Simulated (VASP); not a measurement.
# TiO2 (I4_1/amd) in VASP: further runs, part 2 of 2

VASP 6.6.1. The steps go on from the part before.

### 3 Single point, LDA

This run uses another cell than the first one, of 11.81 Å³/atom.

Input file INCAR:

```
SYSTEM = TiO2
  PREC = Accurate
  ENCUT = 520
  EDIFF = 1E-7
  ISMEAR = 0
  SIGMA = 0.01
  LREAL = .False.
  LASPH = .True.
  NELM = 100
  ALGO = Normal
  ISIF = 2
  LWAVE = .False.
  LCHARG = .False.
  GGA = CA
  NBANDS = 33
```

Input file KPOINTS:

```
Automatic mesh
0
Gamma
  6 6 6
  0 0 0
```

Input file POSCAR:

```
TiO2
1.0
   -1.9169989080      1.9169989080      4.8199032318
    1.9169989080     -1.9169989080      4.8199032318
    1.9169989080      1.9169989080     -4.8199032318
Ti O
2 4
Direct
    0.0000000000      0.0000000000      0.0000000000
    0.7500000000      0.2500000000      0.5000000000
    0.2081000000      0.2081000000      0.0000000000
    0.9581000000      0.4581000000      0.5000000000
    0.5419000000      0.0419000000      0.5000000000
    0.7919000000      0.7919000000      0.0000000000
```

Potentials or basis: VASP PAW LDA potentials, release 64 (Ti_sv, O).

Run with:

```sh
cat potpaw_LDA.64/Ti_sv/POTCAR potpaw_LDA.64/O/POTCAR > POTCAR
mpirun -np 1 vasp_std > vasp.out
```

OUTCAR:

```text
SYSTEM = TiO2
   PREC = Accurate
   ENCUT = 520
   EDIFF = 1E-7
   ISMEAR = 0
   LREAL = .False.
   LASPH = .True.
   NELM = 100
   ISIF = 2
   GGA = CA

 ion  position               nearest neighbor table
   1  0.000  0.000  0.000-   5 1.96   4 1.96   5 1.96   4 1.96   3 2.01   6 2.01
   2  0.750  0.250  0.500-   6 1.96   3 1.96   6 1.96   3 1.96   4 2.01   5 2.01
   3  0.208  0.208  0.000-   2 1.96   2 1.96   1 2.01
   4  0.958  0.458  0.500-   1 1.96   1 1.96   2 2.01
   5  0.542  0.042  0.500-   1 1.96   1 1.96   2 2.01
   6  0.792  0.792  0.000-   2 1.96   2 1.96   1 2.01

  LATTYP: Found a body centered tetragonal cell.
 ALAT       =     3.8339978160
 C/A-ratio  =     2.5142962845

  Lattice vectors:

 A1 = (  -1.9169989080,   1.9169989080,   4.8199032318)
 A2 = (   1.9169989080,  -1.9169989080,   4.8199032318)
 A3 = (   1.9169989080,   1.9169989080,  -4.8199032318)

Analysis of symmetry for initial positions (statically):
=====================================================================
 Subroutine PRICEL returns:
 Original cell was already a primitive cell.

 Routine SETGRP: Setting up the symmetry group for a
 body centered tetragonal supercell.

 Subroutine GETGRP returns: Found 16 space group operations
 (whereof  8 operations were pure point group operations)
 out of a pool of 16 trial point group operations.

The static configuration has the point symmetry D_2d.
 The point group associated with its full space group is D_4h.

Analysis of symmetry for dynamics (positions and initial velocities):
=====================================================================
 Subroutine PRICEL returns:
 Original cell was already a primitive cell.

 Routine SETGRP: Setting up the symmetry group for a
 body centered tetragonal supercell.

 Subroutine GETGRP returns: Found 16 space group operations
 (whereof  8 operations were pure point group operations)
 out of a pool of 16 trial point group operations.

The dynamic configuration has the point symmetry D_2d.
[... 125 lines left out ...]
   IALGO  =     38    algorithm
   IMIX   =      4    mixing-type and parameters
     AMIX     =   0.40;   BMIX     =  1.00
     AMIX_MAG =   1.60;   BMIX_MAG =  1.00
  volume/ion in A,a.u.               =      11.81        79.69
  Fermi-wavevector in a.u.,A,eV,Ry     =   1.437831  2.717107 28.128120  2.067358
  Thomas-Fermi vector in A             =   2.556865
   LORBIT       =      0    0 simple, 1 ext, 2 COOP (PROOUT), +10 PAW based schemes
   GGA     = CA    functional components
   LHFCALC =     F    Hartree Fock is set to
   AEXX    =    0.0000 exact exchange contribution
   IVDW    =     0    specifies the selected vdW correction
   LEPSILON=     F    determine dielectric tensor
   LRPA    =     F    only Hartree local field effects (RPA)
 non-spin polarized calculation
 Gauss-broadening in eV      SIGMA  =   0.01
  energy-cutoff  :      520.00
  volume of cell :       70.85
 maximum number of plane-waves:      1929
 NGX is ok and might be reduce to    42
   NGX = 21   NGY = 21   NGZ = 21

 number of electron      48.0000000 magnetization

 Free energy of the ion-electron system (eV)
  ---------------------------------------------------
  ext. energy  EPLUGINS =         0.00000000
  ---------------------------------------------------
  free energy    TOTEN  =       -58.65110397 eV

  energy without entropy =      -58.65110397  energy(sigma->0) =      -58.65110397

 E-fermi :   2.8746     XC(G=0): -11.1465

 val. band max:        2.7003143729   @ k =   0.5000   0.5000  -0.0000
 cond. band min:       4.6544803017   @ k =   0.0000   0.0000   0.0000
 fundamental gap:      1.9541659289
 Fermi energy:         2.8746056995

 k-point     1 :       0.0000    0.0000    0.0000
  band No.  band energies     occupation
      1     -53.0767      2.00000
      2     -53.0225      2.00000
      3     -29.9013      2.00000
      4     -29.6819      2.00000
      5     -29.6819      2.00000
      6     -29.6169      2.00000
[... 853 lines left out ...]
     32       8.1422      0.00000
     33       8.2482      0.00000

 [... further k-points ...]
[... 5 lines left out ...]
  --------------------------------------------------------------------------------------
  -------------------------------------------------------------------------------------
  Total       -5.8995304     -5.8995304     -5.6996017      0.0000000     -0.0000000      0.0000000
  in kB     -133.4092632   -133.4092632   -128.8881668      0.0000000     -0.0000000      0.0000000
  external PRESSURE =    -131.9022311 kB  Pullay stress =       0.0000000 kB

 VOLUME and BASIS-vectors are now :
 -----------------------------------------------------------------------------
  energy-cutoff  :      520.00
  volume of cell :       70.85
      direct lattice vectors                 reciprocal lattice vectors
    -1.916998908  1.916998908  4.819903232     0.000000000  0.260824353  0.103736522
     1.916998908 -1.916998908  4.819903232     0.260824353  0.000000000  0.103736522
     1.916998908  1.916998908 -4.819903232     0.260824353  0.260824353  0.000000000

 POSITION                                       TOTAL-FORCE (eV/Angst)
 -----------------------------------------------------------------------------------
      0.00000      0.00000      0.00000        -0.000000     -0.000000     -0.000000
      0.00000      1.91700      2.40995        -0.000000     -0.000000     -0.000000
      0.00000      0.00000      2.00604        -0.000000      0.000000     -0.308517
      0.00000      1.91700      4.41600         0.000000     -0.000000     -0.308517
      0.00000      1.91700      0.40391         0.000000     -0.000000      0.308517
      0.00000      0.00000      7.63376        -0.000000      0.000000      0.308517
 -----------------------------------------------------------------------------------
    total drift:                                0.000000      0.000000      0.000000

  FREE ENERGIE OF THE ION-ELECTRON SYSTEM (eV)
  ---------------------------------------------------
  free  energy   TOTEN  =       -58.6511039710 eV

  energy  without entropy=      -58.6511039710  energy(sigma->0) =      -58.65110397
```

stdout:

```text
POSCAR found type information on POSCAR TiO
 POSCAR found :  2 types and       6 ions
 scaLAPACK will be used
 LDA part: xc-table for (Slater(with rela. corr.)+CA(PZ))
 , standard interpolation
 POSCAR, INCAR and KPOINTS ok, starting setup
 FFT: planning ... GRIDC
 FFT: planning ... GRID_SOFT
 FFT: planning ... GRID
 WAVECAR not read
 entering main loop
```

Wall time 5.5 min (1 thread of AMD EPYC 7R13, shared host); peak memory 0.21 GiB.

Results:

| Property | Result |
| --- | --- |
| Free energy | -58.6511 eV |
| Pressure | -13.2 GPa |
| Largest force | 0.309 eV/Å |
| Band gap on the k mesh | 1.95 eV (least direct gap 2.27 eV) |

Forces on the atoms (eV/Å):
```
Ti   0.000  0.000  0.000
Ti   0.000  0.000  0.000
O    0.000  0.000 -0.309
O    0.000  0.000 -0.309
O    0.000  0.000  0.309
O    0.000  0.000  0.309
```

Caveat: the cell stands under tension.

### 4 Single point, LDA

This run uses another cell than the first one, of 12.15 Å³/atom.

Input file INCAR:

```
  ALGO = Normal
  EDIFF = 1E-7
  ENCUT = 520
  ISIF = 2
  ISMEAR = 0
  LASPH = T
  LCHARG = T
  LELF = T
  LREAL = F
  LVHAR = T
  LWAVE = F
  NBANDS = 33
  NELM = 80
  PREC = Accurate
  SIGMA = 0.01
```

Input file KPOINTS:

```
k-points
0
Gamma
  6 6 6
```

Edit POSCAR of step 3 so:

```diff
@@ -2,5 +2,5 @@
 1.0
-   -1.9169989080      1.9169989080      4.8199032318
-    1.9169989080     -1.9169989080      4.8199032318
-    1.9169989080      1.9169989080     -4.8199032318
+   -1.9352571393      1.9352571393      4.8658098350
+    1.9352571393     -1.9352571393      4.8658098350
+    1.9352571393      1.9352571393     -4.8658098350
 Ti O
```

Potentials or basis: VASP PAW LDA potentials, release 64 (Ti_sv, O).

Run with:

```sh
cat potpaw_LDA.64/Ti_sv/POTCAR potpaw_LDA.64/O/POTCAR > POTCAR
mpirun -np 1 vasp_std > vasp.out
```

OUTCAR:

```text
EDIFF = 1E-7
   ENCUT = 520
   ISIF = 2
   ISMEAR = 0
   LASPH = T
   LREAL = F
   NELM = 80
   PREC = Accurate

 ion  position               nearest neighbor table
   1  0.000  0.000  0.000-   5 1.98   4 1.98   5 1.98   4 1.98   3 2.03   6 2.03
   2  0.750  0.250  0.500-   6 1.98   3 1.98   6 1.98   3 1.98   4 2.03   5 2.03
   3  0.208  0.208  0.000-   2 1.98   2 1.98   1 2.03
   4  0.958  0.458  0.500-   1 1.98   1 1.98   2 2.03
   5  0.542  0.042  0.500-   1 1.98   1 1.98   2 2.03
   6  0.792  0.792  0.000-   2 1.98   2 1.98   1 2.03

  LATTYP: Found a body centered tetragonal cell.
 ALAT       =     3.8705142786
 C/A-ratio  =     2.5142962846

  Lattice vectors:

 A1 = (  -1.9352571393,   1.9352571393,   4.8658098350)
 A2 = (   1.9352571393,  -1.9352571393,   4.8658098350)
 A3 = (   1.9352571393,   1.9352571393,  -4.8658098350)

Analysis of symmetry for initial positions (statically):
=====================================================================
 Subroutine PRICEL returns:
 Original cell was already a primitive cell.

 Routine SETGRP: Setting up the symmetry group for a
 body centered tetragonal supercell.

[... 173 lines left out ...]
  free energy    TOTEN  =       -58.45446620 eV

  energy without entropy =      -58.45446620  energy(sigma->0) =      -58.45446620

 E-fermi :   2.6151     XC(G=0): -11.0051

 val. band max:        2.4528112531   @ k =   0.5000   0.5000   0.0000
 cond. band min:       4.3468688216   @ k =   0.0000   0.0000   0.0000
 fundamental gap:      1.8940575685
 Fermi energy:         2.6150704557

 k-point     1 :       0.0000    0.0000    0.0000
  band No.  band energies     occupation
      1     -53.4348      2.00000
      2     -53.3875      2.00000
      3     -30.2219      2.00000
      4     -30.0243      2.00000
      5     -30.0243      2.00000
      6     -29.9661      2.00000
[... 853 lines left out ...]
     32       7.6581      0.00000
     33       7.7674      0.00000

 [... further k-points ...]
[... 5 lines left out ...]
  --------------------------------------------------------------------------------------
  -------------------------------------------------------------------------------------
  Total       -8.1767392     -8.1767392     -8.1116826      0.0000000     -0.0000000      0.0000000
  in kB     -179.7207613   -179.7207613   -178.2908480      0.0000000     -0.0000000      0.0000000
  external PRESSURE =    -179.2441235 kB  Pullay stress =       0.0000000 kB

 VOLUME and BASIS-vectors are now :
 -----------------------------------------------------------------------------
  energy-cutoff  :      520.00
  volume of cell :       72.89
      direct lattice vectors                 reciprocal lattice vectors
    -1.935257139  1.935257139  4.865809835     0.000000000  0.258363599  0.102757818
     1.935257139 -1.935257139  4.865809835     0.258363599  0.000000000  0.102757818
     1.935257139  1.935257139 -4.865809835     0.258363599  0.258363599  0.000000000

 POSITION                                       TOTAL-FORCE (eV/Angst)
 -----------------------------------------------------------------------------------
      0.00000      0.00000      0.00000         0.000000      0.000000      0.000000
      0.00000      1.93526      2.43290         0.000000      0.000000      0.000000
      0.00000      0.00000      2.02515         0.000000     -0.000000     -0.452949
      0.00000      1.93526      4.45805        -0.000000      0.000000     -0.452949
      0.00000      1.93526      0.40775        -0.000000      0.000000      0.452949
      0.00000      0.00000      7.70647         0.000000     -0.000000      0.452949
 -----------------------------------------------------------------------------------
    total drift:                                0.000000      0.000000      0.000000

  FREE ENERGIE OF THE ION-ELECTRON SYSTEM (eV)
  ---------------------------------------------------
  free  energy   TOTEN  =       -58.4544661987 eV

  energy  without entropy=      -58.4544661987  energy(sigma->0) =      -58.45446620
```

stdout:

```text
POSCAR found type information on POSCAR TiO
 POSCAR found :  2 types and       6 ions
 scaLAPACK will be used
 LDA part: xc-table for (Slater(with rela. corr.)+CA(PZ))
 , standard interpolation
 POSCAR, INCAR and KPOINTS ok, starting setup
 FFT: planning ... GRIDC
 FFT: planning ... GRID_SOFT
 FFT: planning ... GRID
 WAVECAR not read
 entering main loop
```

It took 5.3 min on 1 thread of AMD EPYC 7R13, shared host; peak memory 0.2 GiB.

What came out:

```
Free energy            : -58.4545 eV
Pressure               : -17.9 GPa
Largest force          : 0.453 eV/Å
Band gap on the k mesh : 1.89 eV (least direct gap 2.20 eV)
```

Forces in eV/Å, atoms in the order of the input:
```
Ti   0.000  0.000  0.000
Ti   0.000  0.000  0.000
O    0.000  0.000 -0.453
O    0.000  0.000 -0.453
O    0.000  0.000  0.453
O    0.000  0.000  0.453
```

Caveat: the cell stands under tension.

### 5 The runs side by side

```csv
cell,gap on the mesh (eV),pressure (GPa),largest force (eV/Å)
"a = 5.422 Å, angles 139.4, 139.4, 58.7°, 6 atoms",2.08,-1.1,0.03
"a = 5.530 Å, angles 139.4, 139.4, 58.7°, 6 atoms",1.95,-13.2,0.31
"a = 5.583 Å, angles 139.4, 139.4, 58.7°, 6 atoms",1.89,-17.9,0.45
```

Alike in all rows: task single point; level LDA; potentials or basis VASP PAW LDA potentials, release 64 (Ti_sv, O); no spin polarisation; k mesh 6 × 6 × 6; cutoff (eV) 520; smearing gaussian 0.01 eV.

Caveats: the cell stands under tension (at least some runs).

Total energies depend on the potentials used, so only differences within one code and one set of settings carry meaning.
